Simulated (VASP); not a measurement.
The system is Pd.

```
Pd
1.0
    -1.54367    1.54367    1.54367
     1.54367   -1.54367    1.54367
     1.54367    1.54367   -1.54367
Pd
1
Direct
  0.00000 0.00000 0.00000
```

This isn't the form of Pd at room conditions, which is fcc.

* Program: VASP 6.6.1
* Task: relaxation of cell and atoms
* Functional: PBE
* Potentials or basis: VASP PAW PBE potentials, release 64 (Pd)
* Cutoff: 600 eV
* k mesh: 14 × 14 × 14
* Occupations: fermi-dirac, width 0.05 eV
* Spin: collinear spin
* Starting moments: [0.5] μB

At the start: pressure 8.9 GPa; volume 14.71 Å³/atom.

Q: How do energy, volume and symmetry change on relaxing?

A: Over 4 steps the energy falls by 18.7 meV/atom and the volume is 15.42 Å³/atom (+4.8 %); space group Im-3m (No. 229, to 0.1 Å) before and after; moment 0.00 μB per cell.

The path:
| step | energy change (eV) | largest force (eV/Å) | pressure (GPa) | volume (Å³) |
| --- | --- | --- | --- | --- |
| 1 | 0.0000 | 0.0000 | 8.86 | 14.71 |
| 2 | 0.0152 | 0.0000 | -9.26 | 16.51 |
| 3 | -0.0187 | 0.0000 | -0.12 | 15.44 |
| 4 | -0.0187 | 0.0000 | 0.03 | 15.42 |

Final structure:
```yaml
crystal:
  lattice:
    - [-1.56812, 1.56812, 1.56812]
    - [1.56812, -1.56812, 1.56812]
    - [1.56812, 1.56812, -1.56812]
  atoms:
    - { symbol: Pd, position: [0.00000, 0.00000, 0.00000] }
```
